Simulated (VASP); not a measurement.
A run of VASP 6.6.1 is set up as follows.

Contents of POSCAR:

```
ZrC
1.0
    0.0000000000      2.3564331911      2.3564331911
    2.3564331911      0.0000000000      2.3564331911
    2.3564331911      2.3564331911      0.0000000000
Zr C
1 1
Direct
    0.0000000000      0.0000000000      0.0000000000
    0.5000000000      0.5000000000      0.5000000000
```

The input INCAR.step1:

```
ALGO     = Normal         # electronic algorithm
EDIFF    = 1E-4           # SCF threshold, eV
ENCUT    = 520            # plane-wave cutoff, eV
GGA      = PE             # functional
ISMEAR   = 0              # smearing method
LASPH    = True           # aspherical terms in the spheres
LCHARG   = False          # write CHGCAR
LREAL    = False          # projectors in reciprocal space
LWAVE    = True           # write WAVECAR
NBANDS   = 15             # bands
NELM     = 60             # most SCF steps
PREC     = Accurate       # precision mode
SIGMA    = 0.1            # smearing width, eV
```

File INCAR.step2:

```
ALGO     = Normal         # electronic algorithm
EDIFF    = 1E-6           # SCF threshold, eV
ENCUT    = 520            # plane-wave cutoff, eV
ISIF     = 2              # what is computed and relaxed
ISMEAR   = 0              # smearing method
ISTART   = 1            
LASPH    = True           # aspherical terms in the spheres
LCHARG   = False          # write CHGCAR
LMIXTAU  = True         
LREAL    = False          # projectors in reciprocal space
LWAVE    = False          # write WAVECAR
METAGGA  = R2SCAN         # meta-GGA
NBANDS   = 15             # bands
NELM     = 60             # most SCF steps
PREC     = Accurate       # precision mode
SIGMA    = 0.1            # smearing width, eV
```

File KPOINTS:

```
k-points
0
Gamma
  6 6 6
```

Potentials or basis: VASP PAW PBE potentials, release 64 (Zr_sv, C).

Command:

```bash
$ cat potpaw_PBE.64/Zr_sv/POTCAR potpaw_PBE.64/C/POTCAR > POTCAR
$ cp INCAR.step1 INCAR
$ mpirun -np 1 vasp_std > vasp.out
$ cp INCAR.step2 INCAR
$ mpirun -np 1 vasp_std > vasp.out
```

**Question.** What does it give for the band gap on the k mesh?

**Answer.** Zero (band 8 reaches 10.48 eV, above the bottom of band 9 at 9.26 eV).

**Question.** What does it give for the pressure?

**Answer.** 0.0 GPa.

Caveat: the k points lie up to 0.38 Å⁻¹ apart; the PAW data sets were made with another functional, which shifts forces and pressure a little.
